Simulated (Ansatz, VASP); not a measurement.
**Two plane-wave programs on CoO**

INCAR

```
PREC = Accurate ; ENCUT = 600
EDIFF = 1E-6 ; ISMEAR = 0
SIGMA = 0.1 ; LREAL = False
LASPH = True ; NELM = 150
ALGO = Normal ; ISIF = 3
LWAVE = False ; LCHARG = False
ISPIN = 2 ; MAGMOM = 2.74 0.38
LORBIT = 11 ; LMAXMIX = 4
GGA = PS ; IBRION = 2
NSW = 80 ; EDIFFG = -0.01
```

The input KPOINTS:

```
regular mesh
0
Gamma
  6 6 6
```

File POSCAR:

```
CoO
1.0
   -1.5080001529      1.5080001529      2.1072499549
    1.5080001529     -1.5080001529      2.1072499549
    1.5080001529      1.5080001529     -2.1072499549
Co O
1 1
Direct
    0.0000000000      0.0000000000      0.0000000000
    0.5000000000      0.5000000000      0.0000000000
```

Input for Ansatz:

```yaml
crystal:
  lattice:
    - [-1.5080001529, 1.5080001529, 2.1072499549]
    - [1.5080001529, -1.5080001529, 2.1072499549]
    - [1.5080001529, 1.5080001529, -2.1072499549]
  atoms:
    - { symbol: Co, position: [0.0, 0.0, 0.0], spin: 2.74 }
    - { symbol: O, position: [0.5, 0.5, 0.0], spin: 0.38 }
basis:
  ecutwfc: 420
kpoints:
  mp_grid: { grid: [6, 6, 6] }
hamiltonian:
  xc: pbesol
scf:
  occupations: { method: gaussian, width: 0.1 }
output:
  forces: true
  stress: true
  eigenvalues: true
  populations: true
magnetization:
  spin_polarized: true
relax:
  adjacent_minimum: "off"
  f_tol: 0.01
  max_steps: 60
  cell: { stress_tol: 0.05 }
```

Alike in both runs: task relaxation of cell and atoms; functional PBEsol; k mesh 6 × 6 × 6; occupations gaussian, width 0.1 eV; collinear spin.

```csv
,VASP,Ansatz
version,VASP 6.6.1,Ansatz 0.2.0
potentials or method,"VASP PAW PBE potentials, release 64 (Co, O), cutoff 600 eV","scalar-relativistic, plane waves, PAW"
valence electrons in the cell,15,23
```

Ansatz gave:

| Property | Result |
| --- | --- |
| gap on the k mesh at the Fermi level, each at its own relaxed structure (eV) | none |
| net moment per atom (μB) | 1.35 |
| size of the moment on the site where the two differ most (μB) | 2.31 |
| relaxed volume (Å³/atom) | 9.01 |
| relaxed length of the cell vector where the two differ most in proportion (Å) | 2.942 |

Question: Which values does VASP return?

Answer: gap on the k mesh at the Fermi level, each at its own relaxed structure (eV): none; net moment per atom (μB): 1.35; size of the moment on the site where the two differ most (μB): 2.39; relaxed volume (Å³/atom): 8.98; relaxed length of the cell vector where the two differ most in proportion (Å): 2.940.

VASP's potentials were made for PBE, not for PBEsol. Site moments also hang on the region over which each program counts them. A gap of «none» marks a metal or a gap that the smearing closes. VASP's potentials hold 15 valence electrons a cell and Ansatz's 23, so a difference there can come from the potentials and not from the codes.

The k mesh is coarse, so the values compare programs but aren't converged.
